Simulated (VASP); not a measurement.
A run of VASP 6.6.1 is set up as follows.

File POSCAR:

```
Hf
1.0
    0.0000000000      2.2635404658      2.2635404658
    2.2635404658      0.0000000000      2.2635404658
    2.2635404658      2.2635404658      0.0000000000
Hf
1
Direct
    0.0000000000      0.0000000000      0.0000000000
```

File INCAR.step1:

```
  ALGO = Normal
  EDIFF = 1E-4
  ENCUT = 520
  GGA = PE
  ISMEAR = -1
  LASPH = True
  LCHARG = False
  LREAL = False
  LWAVE = True
  NBANDS = 11
  NELM = 80
  PREC = Accurate
  SIGMA = 0.05
```

The input INCAR.step2:

```
  ALGO = Normal
  EDIFF = 1E-7
  ENCUT = 520
  ISIF = 2
  ISMEAR = -1
  ISTART = 1
  LASPH = True
  LCHARG = False
  LMIXTAU = True
  LREAL = False
  LWAVE = False
  METAGGA = R2SCAN
  NBANDS = 11
  NELM = 80
  PREC = Accurate
  SIGMA = 0.05
```

The input KPOINTS:

```
k-points
0
Gamma
  10 10 10
```

Potentials or basis: VASP PAW PBE potentials, release 64 (Hf_pv).

Command:

```console
$ cat potpaw_PBE.64/Hf_pv/POTCAR > POTCAR
$ cp INCAR.step1 INCAR
$ mpirun -np 1 vasp_std > vasp.out
$ cp INCAR.step2 INCAR
$ mpirun -np 1 vasp_std > vasp.out
```

(1) Estimate the band gap on the k mesh.

(2) Predict the pressure.

## Answers

(1) zero (band 5 reaches 5.94 eV, above the bottom of band 6 at 4.00 eV).

(2) -3.6 GPa.

Caveat: the PAW data sets were made with another functional, which shifts forces and pressure a little; spin-orbit coupling is left out, which moves the levels of the heavy elements.
